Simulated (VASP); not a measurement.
Here is a VASP 6.6.1 calculation.

INCAR

```
SYSTEM = Na
PREC     = Accurate       ! precision mode
ENCUT    = 520            ! plane-wave cutoff, eV
EDIFF    = 1E-6           ! SCF threshold, eV
ISMEAR   = -1             ! smearing method
SIGMA    = 0.1            ! smearing width, eV
LREAL    = .FALSE.        ! projectors in reciprocal space
LASPH    = .TRUE.         ! aspherical terms in the spheres
NELM     = 80             ! most SCF steps
ALGO     = Normal         ! electronic algorithm
ISIF     = 2              ! what is computed and relaxed
LWAVE    = .FALSE.        ! write WAVECAR
LCHARG   = .FALSE.        ! write CHGCAR
GGA      = RE             ! functional
NBANDS   = 10             ! bands
```

Contents of KPOINTS:

```
Automatic mesh
0
G
  17 17 17
  0 0 0
```

POSCAR

```
Na
1.0
   -2.1127136645      2.1127136645      2.1127136645
    2.1127136645     -2.1127136645      2.1127136645
    2.1127136645      2.1127136645     -2.1127136645
Na
1
Direct
    0.0000000000      0.0000000000      0.0000000000
```

Potentials or basis: VASP PAW PBE potentials, release 64 (Na_pv).

Command:

```sh
$ cat potpaw_PBE.64/Na_pv/POTCAR > POTCAR
$ mpirun -np 1 vasp_std > vasp.out
```

Predict the band gap on the k mesh.

zero (an odd number of electrons rules out a gap without spin polarisation).

Estimate the pressure.

0.3 GPa.

Caveat: the PAW data sets were made with another functional, which shifts forces and pressure a little.
